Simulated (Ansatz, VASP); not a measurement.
**One calculation of SiMo3, two programs**

INCAR

```
PREC = Accurate
ENCUT = 600
EDIFF = 1E-7
ISMEAR = 0
SIGMA = 0.1
LREAL = F
LASPH = T
NELM = 100
ALGO = Fast
ISIF = 3
LWAVE = F
LCHARG = F
GGA = PE
IBRION = 2
NSW = 90
EDIFFG = -0.04
```

File KPOINTS:

```
Automatic mesh
0
Gamma
  6 6 4
```

Contents of POSCAR:

```
SiMo3
1.0
    3.6000872354      0.0000000000      0.0000000000
    0.0000000000      3.6000872354      0.0000000000
    0.0000000000      0.0000000000      5.2542520173
Si Mo
1 3
Direct
    0.0000000000      0.0000000000      0.5000000000
    0.0000000000      0.0000000000      0.0000000000
    0.5000000000      0.5000000000      0.5000000000
    0.5000000000      0.5000000000      0.0000000000
```

Input for Ansatz:

```yaml
crystal:
  lattice:
    - [3.6000872354, 0.0, 0.0]
    - [0.0, 3.6000872354, 0.0]
    - [0.0, 0.0, 5.2542520173]
  atoms:
    - { symbol: Si, position: [0.0, 0.0, 0.5] }
    - { symbol: Mo, position: [0.0, 0.0, 0.0] }
    - { symbol: Mo, position: [0.5, 0.5, 0.5] }
    - { symbol: Mo, position: [0.5, 0.5, 0.0] }
basis:
  ecutwfc: 420
kpoints:
  mp_grid: { grid: [6, 6, 4] }
hamiltonian:
  xc: pbe
scf:
  occupations: { method: gaussian, width: 0.1 }
  lower_state_search: "off"
output:
  forces: true
  stress: true
  eigenvalues: true
relax:
  adjacent_minimum: "off"
  f_tol: 0.04
  max_steps: 70
  cell: { stress_tol: 0.4 }
```

Alike in both runs: task relaxation of cell and atoms; functional PBE; k mesh 6 × 6 × 4; occupations gaussian, width 0.1 eV; no spin polarisation.

|  | VASP | Ansatz |
| --- | --- | --- |
| version | VASP 6.6.1 | Ansatz 0.2.0 |
| potentials or method | VASP PAW PBE potentials, release 64 (Si, Mo_sv), cutoff 600 eV | scalar-relativistic, plane waves, PAW |
| valence electrons in the cell | 46 | 46 |

```tsv
	VASP	Ansatz	Ansatz less VASP
gap on the k mesh at the Fermi level, each at its own relaxed structure (eV)	none	none	-
relaxed volume (Å³/atom)	16.99	16.97	-0.018
relaxed cell length with the largest relative difference (Å)	5.275	5.273	-0.0019
```

A gap of «none» marks a metal or a gap that the smearing closes.
